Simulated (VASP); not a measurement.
C, 1 atom in the cell. It takes space group Pm-3m (No. 221, cubic). The conventional cell has a = 1.672 Å, b = 1.672 Å, c = 1.672 Å, α = 90.00°, β = 90.00°, γ = 90.00°. Within 2.2 Å of C (site symmetry m-3m) lie 6 C at 1.67 Å.  This cell differs from its parent crystal: volume scaled by 0.88.

```yaml
Program: VASP 6.6.1
Task: single point
Functional: LDA
Potentials_or_basis: VASP PAW LDA potentials, release 64 (C)
Cutoff: 520 eV
k_mesh: 20 × 20 × 20
Occupations: fermi-dirac, width 0.1 eV
Spin: no spin polarisation
Dipole_correction: no
Further_INCAR_settings: ALGO = Normal; EDIFF = 1e-06; NBANDS = 8
```

Potentials or basis: VASP PAW LDA potentials, release 64 (C).

Launch:

```console
$ cat potpaw_LDA.64/C/POTCAR > POTCAR
$ mpirun -np 1 vasp_std > vasp.out
```

Hardware: 1 thread of Intel Xeon 8259CL (shared host).

How long does it take, and how much memory?

Wall time 6.2 s on 1 thread of Intel Xeon 8259CL (shared host), peak memory 0.1 GiB. Counts: scf iterations 10, k points 286.
